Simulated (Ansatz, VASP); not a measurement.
## Nb8H in VASP and in Ansatz

```xyz
9
Lattice="0.0000 4.2389 4.2389 4.2389 0.0000 4.2389 4.2389 4.2389 0.0000" Properties=species:S:1:pos:R:3 pbc="T T T"
Nb    0.0000    0.0000    0.0000
Nb    2.1194    2.1194   -0.0215
Nb    2.1194   -0.0215    2.1194
Nb    4.2604    2.1194    2.1194
Nb   -0.0215    2.1194    2.1194
Nb    2.1194    4.2604    2.1194
Nb    2.1194    2.1194    4.2604
Nb    4.2389    4.2389    4.2389
H     2.1194    2.1194    2.1194
```

Alike in both runs: functional PBE; k mesh 6 × 6 × 6; occupations gaussian, width 0.1 eV; no spin polarisation.

Ansatz relaxed the structure, and its values are those at the end. VASP's run is a single point on that final structure, the one shown.

|  | VASP | Ansatz |
| --- | --- | --- |
| version | VASP 6.6.1 | Ansatz 0.2.0 |
| potentials or method | VASP PAW PBE potentials, release 64 (Nb_sv, H), cutoff 520 eV | scalar-relativistic, plane waves, PAW |
| valence electrons in the cell | 105 | 105 |

VASP gave:

- gap on the k mesh at the Fermi level (eV): none
- pressure (GPa): -0.3

**Question.** Estimate Ansatz's values.

**Answer.** gap on the k mesh at the Fermi level (eV): none; pressure (GPa): 0.0.

A gap of «none» marks a metal or a gap that the smearing closes.
